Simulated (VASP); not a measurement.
AlNi, 2 atoms in the cell. The structure is cubic, space group Pm-3m (No. 221). Conventional cell: a = 2.872 Å, b = 2.872 Å, c = 2.872 Å, α = 90.00°, β = 90.00°, γ = 90.00°. Within 3.3 Å of Al (site symmetry m-3m) lie 8 Ni at 2.49 Å and 6 Al at 2.87 Å. Ni (site symmetry m-3m) has 8 Al at 2.49 Å and 6 Ni at 2.87 Å within 3.3 Å. 

* Program: VASP 6.6.1
* Task: relaxation of cell and atoms
* Functional: PBEsol
* Potentials or basis: VASP PAW PBE potentials, release 64 (Al, Ni)
* Cutoff: 600 eV
* k mesh: 14 × 14 × 14
* Occupations: gaussian, width 0.1 eV
* Spin: no spin polarisation
* Target pressure: -1 GPa
* Dipole correction: no
* Further INCAR settings: ALGO = Normal; EDIFF = 1e-06; IBRION = 2; EDIFFG = -0.008; NSW = 70; ISIF = 3

Potentials or basis: VASP PAW PBE potentials, release 64 (Al, Ni).

Run with:

```bash
$ cat potpaw_PBE.64/Al/POTCAR potpaw_PBE.64/Ni/POTCAR > POTCAR
$ mpirun -np 1 vasp_std > vasp.out
```

Hardware: 1 thread of Intel(R) Xeon(R) Platinum 8375C CPU @ 2.90GHz (Ice Lake), with other jobs on the host.

Q: How long does it take, and how much memory?

A: Wall time 45 s on 1 thread of Intel(R) Xeon(R) Platinum 8375C CPU @ 2.90GHz (Ice Lake) (shared host), peak memory 0.18 GiB. Counts: scf iterations 24, k points 120, ion steps 3.
